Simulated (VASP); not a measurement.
# TiNi (Pm-3m) in VASP: settings compared

TiNi is run at these levels: PBEsol+D3(BJ), LDA, PBEsol; tasks: single point, relaxation of cell and atoms.

All numbers are computed with VASP 6.6.1; they aren't measurements. Logs are shortened: lines on timing, memory, paths and dates and some standing lists are left out, and cuts for length are marked.

## Step 1: The cell of the first run

Symmetry: Pm-3m, No. 221, cubic system. Conventional cell: a = 2.935 Å, b = 2.935 Å, c = 2.935 Å, α = 90.00°, β = 90.00°, γ = 90.00°. Ti (site symmetry m-3m) has 8 Ni at 2.54 Å and 6 Ti at 2.94 Å within 3.4 Å. Within 3.4 Å of Ni (site symmetry m-3m) lie 8 Ti at 2.54 Å and 6 Ni at 2.94 Å.

## Step 2: Single point, PBEsol+D3(BJ), collinear spin, ferromagnetic start

INCAR reads:

```
PREC = Accurate ; ENCUT = 520
EDIFF = 1E-6 ; ISMEAR = -1
SIGMA = 0.15 ; LREAL = False
LASPH = True ; NELM = 150
ALGO = Normal ; ISIF = 2
LWAVE = False ; LCHARG = False
ISPIN = 2 ; MAGMOM = 0 1.5
LORBIT = 11 ; LMAXMIX = 4
GGA = PS ; IVDW = 12
NBANDS = 22
```

KPOINTS reads:

```
Automatic mesh
0
Gamma
  10 10 10
```

POSCAR reads:

```
TiNi
1.0
    2.9354916299      0.0000000000      0.0000000000
    0.0000000000      2.9354916299      0.0000000000
    0.0000000000      0.0000000000      2.9354916299
Ti Ni
1 1
Direct
    0.5000000000      0.5000000000      0.5000000000
    0.0000000000      0.0000000000      0.0000000000
```

Potentials or basis: VASP PAW PBE potentials, release 64 (Ti_sv, Ni).

Run with:

```
$ cat potpaw_PBE.64/Ti_sv/POTCAR potpaw_PBE.64/Ni/POTCAR > POTCAR
$ mpirun -np 1 vasp_std > vasp.out
```

OUTCAR:

```text
PREC = Accurate
   ENCUT = 520
   EDIFF = 1E-6
   ISMEAR = -1
   LREAL = False
   LASPH = True
   NELM = 150
   ISIF = 2
   ISPIN = 2
   LORBIT = 11
   GGA = PS
   IVDW = 12
 IVDW          = 12

 ion  position               nearest neighbor table
   1  0.500  0.500  0.500-   2 2.54   2 2.54   2 2.54   2 2.54   2 2.54   2 2.54   2 2.54   2 2.54

   2  0.000  0.000  0.000-   1 2.54   1 2.54   1 2.54   1 2.54   1 2.54   1 2.54   1 2.54   1 2.54

  LATTYP: Found a simple cubic cell.
 ALAT       =     2.9354916299

  Lattice vectors:

 A1 = (   2.9354916299,   0.0000000000,   0.0000000000)
 A2 = (   0.0000000000,   2.9354916299,   0.0000000000)
 A3 = (   0.0000000000,   0.0000000000,   2.9354916299)

Analysis of symmetry for initial positions (statically):
=====================================================================
 Subroutine PRICEL returns:
 Original cell was already a primitive cell.

 Routine SETGRP: Setting up the symmetry group for a
 simple cubic supercell.

 Subroutine GETGRP returns: Found 48 space group operations
 (whereof 48 operations were pure point group operations)
 out of a pool of 48 trial point group operations.

The static configuration has the point symmetry O_h .

Analysis of symmetry for dynamics (positions and initial velocities):
=====================================================================
 Subroutine PRICEL returns:
 Original cell was already a primitive cell.

 Routine SETGRP: Setting up the symmetry group for a
 simple cubic supercell.

 Subroutine GETGRP returns: Found 48 space group operations
 (whereof 48 operations were pure point group operations)
 out of a pool of 48 trial point group operations.

The dynamic configuration has the point symmetry O_h .

Analysis of structural, dynamic, and magnetic symmetry:
=====================================================================
 Subroutine PRICEL returns:
 Original cell was already a primitive cell.

 Routine SETGRP: Setting up the symmetry group for a
 simple cubic supercell.

 Subroutine GETGRP returns: Found 48 space group operations
 (whereof 48 operations were pure point group operations)
 out of a pool of 48 trial point group operations.

The overall configuration has the point symmetry O_h .

 Subroutine INISYM returns: Found 48 space group operations
 (whereof 48 operations are pure point group operations),
 and found     1 'primitive' translations

----------------------------------------------------------------------------------------

                                     Primitive cell

  volume of cell :      25.2955

  direct lattice vectors                    reciprocal lattice vectors
     2.935491630  0.000000000  0.000000000     0.340658440  0.000000000  0.000000000
     0.000000000  2.935491630  0.000000000     0.000000000  0.340658440  0.000000000
     0.000000000  0.000000000  2.935491630     0.000000000  0.000000000  0.340658440

  length of vectors
     2.935491630  2.935491630  2.935491630     0.340658440  0.340658440  0.340658440

  position of ions in fractional coordinates (direct lattice)
     0.500000000  0.500000000  0.500000000
     0.000000000  0.000000000  0.000000000

  ion indices of the primitive-cell ions
   primitive index   ion index
                 1           1
                 2           2

----------------------------------------------------------------------------------------

 KPOINTS: Automatic mesh

Automatic generation of k-mesh.
 Grid dimensions read from file:
 generate k-points for:   10   10   10

 Generating k-lattice:

  Cartesian coordinates                     Fractional coordinates (reciprocal lattice)
     0.034065844  0.000000000  0.000000000     0.100000000  0.000000000  0.000000000
     0.000000000  0.034065844  0.000000000     0.000000000  0.100000000  0.000000000
     0.000000000  0.000000000  0.034065844     0.000000000  0.000000000  0.100000000

  Length of vectors
     0.034065844  0.034065844  0.034065844

  Shift w.r.t. Gamma in fractional coordinates (k-lattice)
     0.000000000  0.000000000  0.000000000

 Subroutine IBZKPT returns following result:
 ===========================================

 Found     56 irreducible k-points:

 Following reciprocal coordinates:
            Coordinates               Weight
  0.000000  0.000000  0.000000      1.000000
  0.100000  0.000000  0.000000      6.000000
  0.200000  0.000000  0.000000      6.000000
  0.300000  0.000000  0.000000      6.000000
  0.400000  0.000000  0.000000      6.000000
  0.500000  0.000000  0.000000      3.000000
[... 16 lines left out ...]
  0.200000  0.100000  0.100000     24.000000
  0.300000  0.100000  0.100000     24.000000
 [... further k-points ...]
   k-points           NKPTS =     56   k-points in BZ     NKDIM =     56   number of bands    NBANDS=     22
   number of dos      NEDOS =    301   number of ions     NIONS =      2
   total plane-waves  NPLWV =  13824
   dimension x,y,z NGX =    24 NGY =   24 NGZ =   24
   dimension x,y,z NGXF=    48 NGYF=   48 NGZF=   48
   ions per type =               1   1
   NGX,Y,Z   is equivalent  to a cutoff of  13.59, 13.59, 13.59 a.u.
   NGXF,Y,Z  is equivalent  to a cutoff of  27.18, 27.18, 27.18 a.u.
 SYSTEM =  unknown system
   PREC   = accura    normal or accurate (medium, high low for compatibility)
   ISTART =      0    job   : 0-new  1-cont  2-samecut
   ICHARG =      2    charge: 1-file 2-atom 10-const
   ISPIN  =      2    spin polarized calculation?
   LNONCOLLINEAR =      F non collinear calculations
   LSORBIT =      F    spin-orbit coupling
   LASPH  =      T    aspherical Exc in radial PAW
   ENCUT  =  520.0 eV  38.22 Ry    6.18 a.u.   5.46  5.46  5.46*2*pi/ulx,y,z
   NELM   =    150;   NELMIN=  2; NELMDL= -5     # of ELM steps
   EDIFF  = 0.1E-05   stopping-criterion for ELM
   LREAL  =      F    real-space projection
   EDIFFG = 0.1E-04   stopping-criterion for IOM
   NSW    =      0    number of steps for IOM
   IBRION =     -1    ionic relax: 0-MD 1-quasi-New 2-CG
   NFREE  =      0    steps in history (QN), initial steepest desc. (CG)
   ISIF   =      2    stress and relaxation
   ISYM   =      2    0-nonsym 1-usesym 2-fastsym
   POTIM  = 0.5000    time-step for ionic-motion
   TEBEG  =    0.0;   TEEND  =   0.0 temperature during run
   PSTRESS=    0.0 pullay stress
   NELECT =      22.0000    total number of electrons
   NUPDOWN=      -1.0000    fix difference up-down
   EMIN   =  10.00;   EMAX   =-10.00  energy-range for DOS
   EFERMI =   0.00;   METHOD = LEGACY
   ISMEAR =    -1;   SIGMA  =   0.15  broadening in eV -4-tet -1-fermi 0-gaus
   EFERMI_NEDOS =   21; number of points for ismear=-14 and -15
   IALGO  =     38    algorithm
   IMIX   =      4    mixing-type and parameters
     AMIX     =   0.40;   BMIX     =  1.00
     AMIX_MAG =   1.60;   BMIX_MAG =  1.00
  volume/ion in A,a.u.               =      12.65        85.35
  Fermi-wavevector in a.u.,A,eV,Ry     =   1.562673  2.953024 33.224720  2.441948
  Thomas-Fermi vector in A             =   2.665557
   LORBIT       =     11    0 simple, 1 ext, 2 COOP (PROOUT), +10 PAW based schemes
   GGA     = PS    functional components
   LHFCALC =     F    Hartree Fock is set to
   AEXX    =    0.0000 exact exchange contribution
   IVDW    =    12    specifies the selected vdW correction
   LEPSILON=     F    determine dielectric tensor
   LRPA    =     F    only Hartree local field effects (RPA)
 spin polarized calculation
  energy-cutoff  :      520.00
  volume of cell :       25.30
 maximum number of plane-waves:       697
 NGX is ok and might be reduce to    24
   NGX = 11   NGY = 11   NGZ = 11

 number of electron      21.9999997 magnetization       0.0022234

 number of electron      21.9999997 magnetization      -0.0004948

 Free energy of the ion-electron system (eV)
  ---------------------------------------------------
  ext. energy  EPLUGINS =         0.00000000
  ---------------------------------------------------
  free energy    TOTEN  =       -15.28472862 eV

  energy without entropy =      -15.09669192  energy(sigma->0) =      -15.19071027

 E-fermi :  10.1564     XC(G=0): -12.9535

 val. band max:       10.0658340520   @ k =   0.5000   0.4000   0.0000
 cond. band min:      10.1675306486   @ k =   0.5000   0.2000   0.0000
 fundamental gap:      0.1016965966
 Fermi energy:        10.1563899078

 spin component 1

 k-point     1 :       0.0000    0.0000    0.0000
  band No.  band energies     occupation
      1     -46.6387      1.00000
      2     -22.8175      1.00000
      3     -22.8175      1.00000
      4     -22.8175      1.00000
      5       2.0921      1.00000
      6       5.9699      1.00000
[... 14 lines left out ...]
     21      29.8946      0.00000
     22      31.6642      0.00000
[... 552 lines left out ...]
  band No.  band energies     occupation
      1     -46.6050      1.00000
      2     -23.0493      1.00000
      3     -22.8310      1.00000
      4     -22.8285      1.00000
      5       4.1239      1.00000
      6       6.6679      1.00000
[... 14 lines left out ...]
     21      28.6202      0.00000
     22      28.7916      0.00000

 [... further k-points ...]

 spin component 2

 k-point     1 :       0.0000    0.0000    0.0000
  band No.  band energies     occupation
      1     -46.6385      1.00000
      2     -22.8175      1.00000
      3     -22.8175      1.00000
      4     -22.8175      1.00000
      5       2.0923      1.00000
      6       5.9699      1.00000
[... 14 lines left out ...]
     21      29.8946      0.00000
     22      31.6642      0.00000
[... 552 lines left out ...]
  band No.  band energies     occupation
      1     -46.6049      1.00000
      2     -23.0492      1.00000
      3     -22.8309      1.00000
      4     -22.8285      1.00000
      5       4.1240      1.00000
      6       6.6679      1.00000
[... 14 lines left out ...]
     21      28.6203      0.00000
     22      28.7917      0.00000

 [... further k-points ...]

------------------------ aborting loop because EDIFF is reached ----------------------------------------

 Edisp (eV)   -1.13485

 E8    (eV) :    -0.7745

  FORCE on cell =-STRESS in cart. coord.  units (eV):
  Direction    XX          YY          ZZ          XY          YZ          ZX
  --------------------------------------------------------------------------------------
  -------------------------------------------------------------------------------------
  Total      -0.07642    -0.07642    -0.07642     0.00000     0.00000    -0.00000
  in kB      -4.84024    -4.84024    -4.84024     0.00000     0.00000    -0.00000
  external pressure =       -4.84 kB  Pullay stress =        0.00 kB

 VOLUME and BASIS-vectors are now :
 -----------------------------------------------------------------------------
  energy-cutoff  :      520.00
  volume of cell :       25.30
      direct lattice vectors                 reciprocal lattice vectors
     2.935491630  0.000000000  0.000000000     0.340658440  0.000000000  0.000000000
     0.000000000  2.935491630  0.000000000     0.000000000  0.340658440  0.000000000
     0.000000000  0.000000000  2.935491630     0.000000000  0.000000000  0.340658440

 POSITION                                       TOTAL-FORCE (eV/Angst)
 -----------------------------------------------------------------------------------
      1.46775      1.46775      1.46775         0.000000      0.000000      0.000000
      0.00000      0.00000      0.00000         0.000000      0.000000      0.000000
 -----------------------------------------------------------------------------------
    total drift:                                0.000000      0.000000     -0.000000

  FREE ENERGIE OF THE ION-ELECTRON SYSTEM (eV)
  ---------------------------------------------------
  free  energy   TOTEN  =       -16.4195768745 eV

  energy  without entropy=      -16.2315401758  energy(sigma->0) =      -16.32555853

 total charge

# of ion       s       p       d       tot
------------------------------------------
    1        2.253   6.186   1.908  10.346
    2        0.609   0.518   8.342   9.470
--------------------------------------------------
tot          2.862   6.703  10.250  19.816

 magnetization (x)

# of ion       s       p       d       tot
------------------------------------------
    1       -0.000   0.000  -0.000  -0.000
    2        0.000   0.000   0.000   0.000
--------------------------------------------------
tot         -0.000   0.000  -0.000  -0.000
```

Run time: 21 s. Hardware: 1 thread of Intel Xeon 6975P-C (Granite Rapids), shared host; peak memory 0.19 GiB.

What came out:

```
Free energy                                           : -16.4196 eV
Pressure                                              : -0.5 GPa
Band gap on the k mesh                                : zero (filled and empty bands overlap)
Net moment                                            : 0.00 μB per cell
Valence electrons inside the program's atomic spheres : Ti 10.35; Ni 9.47
Dispersion energy per atom                            : -0.567 eV
```

Caveat: the starting moments collapsed, and a magnetic state may lie lower; the PAW data sets were made with another functional, which shifts forces and pressure a little; pairwise dispersion overbinds metals, which lowers pressure and volume.

## Step 3: Single point, LDA, collinear spin, ferromagnetic start

This run uses another cell than the first one, of 12.71 Å³/atom, 1.005 times its volume.

INCAR reads:

```
SYSTEM = TiNi
  PREC = Accurate
  ENCUT = 520
  EDIFF = 1E-6
  ISMEAR = -1
  SIGMA = 0.15
  LREAL = .FALSE.
  LASPH = .TRUE.
  NELM = 150
  ALGO = Normal
  ISIF = 2
  LWAVE = .FALSE.
  LCHARG = .FALSE.
  ISPIN = 2
  MAGMOM = 0 1.5
  LORBIT = 11
  LMAXMIX = 4
  GGA = CA
  NBANDS = 22
```

KPOINTS reads:

```
Automatic mesh
0
G
  10 10 10
  0 0 0
```

POSCAR reads:

```
TiNi
1.0
    2.9405462254      0.0000000000      0.0000000000
    0.0000000000      2.9405462254      0.0000000000
    0.0000000000      0.0000000000      2.9405462254
Ti Ni
1 1
Direct
    0.5000000000      0.5000000000      0.5000000000
    0.0000000000      0.0000000000      0.0000000000
```

Potentials or basis: VASP PAW LDA potentials, release 64 (Ti_sv, Ni).

Run with:

```
$ cat potpaw_LDA.64/Ti_sv/POTCAR potpaw_LDA.64/Ni/POTCAR > POTCAR
$ mpirun -np 1 vasp_std > vasp.out
```

OUTCAR:

```text
SYSTEM = TiNi
   PREC = Accurate
   ENCUT = 520
   EDIFF = 1E-6
   ISMEAR = -1
   LREAL = .FALSE.
   LASPH = .TRUE.
   NELM = 150
   ISIF = 2
   ISPIN = 2
   LORBIT = 11
   GGA = CA

 ion  position               nearest neighbor table
   1  0.500  0.500  0.500-   2 2.55   2 2.55   2 2.55   2 2.55   2 2.55   2 2.55   2 2.55   2 2.55

   2  0.000  0.000  0.000-   1 2.55   1 2.55   1 2.55   1 2.55   1 2.55   1 2.55   1 2.55   1 2.55

  LATTYP: Found a simple cubic cell.
 ALAT       =     2.9405462254

  Lattice vectors:

 A1 = (   2.9405462254,   0.0000000000,   0.0000000000)
 A2 = (   0.0000000000,   2.9405462254,   0.0000000000)
 A3 = (   0.0000000000,   0.0000000000,   2.9405462254)

Analysis of symmetry for initial positions (statically):
=====================================================================
 Subroutine PRICEL returns:
 Original cell was already a primitive cell.

 Routine SETGRP: Setting up the symmetry group for a
 simple cubic supercell.

 Subroutine GETGRP returns: Found 48 space group operations
 (whereof 48 operations were pure point group operations)
[... 793 lines left out ...]
 k-point     1 :       0.0000    0.0000    0.0000
  band No.  band energies     occupation
      1     -46.3660      1.00000
      2     -22.8276      1.00000
      3     -22.8276      1.00000
      4     -22.8276      1.00000
      5       2.0170      1.00000
      6       5.8180      1.00000
[... 589 lines left out ...]
     21      28.4182      0.00000
     22      28.5949      0.00000

 [... further k-points ...]
[... 5 lines left out ...]
  --------------------------------------------------------------------------------------
  -------------------------------------------------------------------------------------
  Total       -0.0383637     -0.0383637     -0.0383637      0.0000000      0.0000000      0.0000000
  in kB       -2.4173937     -2.4173937     -2.4173937      0.0000000      0.0000000      0.0000000
  external PRESSURE =      -2.4173937 kB  Pullay stress =       0.0000000 kB

 VOLUME and BASIS-vectors are now :
 -----------------------------------------------------------------------------
  energy-cutoff  :      520.00
  volume of cell :       25.43
      direct lattice vectors                 reciprocal lattice vectors
     2.940546225  0.000000000  0.000000000     0.340072872  0.000000000  0.000000000
     0.000000000  2.940546225  0.000000000     0.000000000  0.340072872  0.000000000
     0.000000000  0.000000000  2.940546225     0.000000000  0.000000000  0.340072872

 POSITION                                       TOTAL-FORCE (eV/Angst)
 -----------------------------------------------------------------------------------
      1.47027      1.47027      1.47027         0.000000      0.000000      0.000000
      0.00000      0.00000      0.00000         0.000000      0.000000      0.000000
 -----------------------------------------------------------------------------------
    total drift:                                0.000000      0.000000     -0.000000

  FREE ENERGIE OF THE ION-ELECTRON SYSTEM (eV)
  ---------------------------------------------------
  free  energy   TOTEN  =       -15.9845437244 eV

  energy  without entropy=      -15.7936622197  energy(sigma->0) =      -15.88910297

 total charge

# of ion       s       p       d       tot
------------------------------------------
    1        2.252   6.179   1.924  10.356
    2        0.609   0.506   8.356   9.471
--------------------------------------------------
tot          2.861   6.686  10.281  19.827

 magnetization (x)

# of ion       s       p       d       tot
------------------------------------------
    1       -0.000   0.000  -0.000  -0.000
    2       -0.000  -0.000  -0.000  -0.000
--------------------------------------------------
tot         -0.000   0.000  -0.000  -0.000
```

OSZICAR:

```text
N       E                     dE             d eps       ncg     rms          rms(c)
DAV:   1     0.177236912601E+03    0.17724E+03   -0.10064E+04  5200   0.129E+03
DAV:   2    -0.241728304466E+01   -0.17965E+03   -0.17152E+03  4976   0.320E+02
DAV:   3    -0.174862990590E+02   -0.15069E+02   -0.14640E+02  7470   0.888E+01
DAV:   4    -0.181152342484E+02   -0.62894E+00   -0.62671E+00  5392   0.150E+01
DAV:   5    -0.181294328507E+02   -0.14199E-01   -0.14197E-01  5986   0.221E+00    0.151E+01
DAV:   6    -0.170974118897E+02    0.10320E+01   -0.11468E+01  5644   0.486E+01    0.995E+00
DAV:   7    -0.169518086789E+02    0.14560E+00   -0.98701E+00  5978   0.383E+01    0.131E+01
DAV:   8    -0.160030089616E+02    0.94880E+00   -0.53054E+00  5720   0.226E+01    0.185E+00
DAV:   9    -0.159914776418E+02    0.11531E-01   -0.21716E-01  7308   0.506E+00    0.151E+00
DAV:  10    -0.159854993910E+02    0.59783E-02   -0.30703E-02  6196   0.198E+00    0.676E-01
DAV:  11    -0.159846285699E+02    0.87082E-03   -0.32817E-03  6942   0.611E-01    0.228E-01
DAV:  12    -0.159845564623E+02    0.72108E-04   -0.60310E-04  7044   0.217E-01    0.920E-02
DAV:  13    -0.159845460457E+02    0.10417E-04   -0.19341E-04  6282   0.116E-01    0.174E-02
DAV:  14    -0.159845445515E+02    0.14942E-05   -0.16311E-05  5666   0.398E-02    0.157E-02
DAV:  15    -0.159845437244E+02    0.82705E-06   -0.11126E-06  3830   0.111E-02
   1 F= -.15984544E+02 E0= -.15889103E+02  d E =-.190882E+00  mag=    -0.0004
```

stdout:

```text
POSCAR found type information on POSCAR TiNi
 POSCAR found :  2 types and       2 ions
 scaLAPACK will be used
 LDA part: xc-table for (Slater(with rela. corr.)+CA(PZ))
 , standard interpolation
 POSCAR, INCAR and KPOINTS ok, starting setup
 FFT: planning ... GRIDC
 FFT: planning ... GRID_SOFT
 FFT: planning ... GRID
 WAVECAR not read
 entering main loop
```

Run time: 20 s. Hardware: 1 thread of Intel Xeon 6975P-C (Granite Rapids), shared host; peak memory 0.17 GiB.

Results:

| Item | Value |
| --- | --- |
| Free energy | -15.9845 eV |
| Pressure | -0.2 GPa |
| Band gap on the k mesh | zero (filled and empty bands overlap) |
| Net moment | 0.00 μB per cell |
| Valence electrons inside the program's atomic spheres | Ti 10.36; Ni 9.47 |

Caveat: the starting moments collapsed, and a magnetic state may lie lower.

(Part 1 of 3 ends here.)
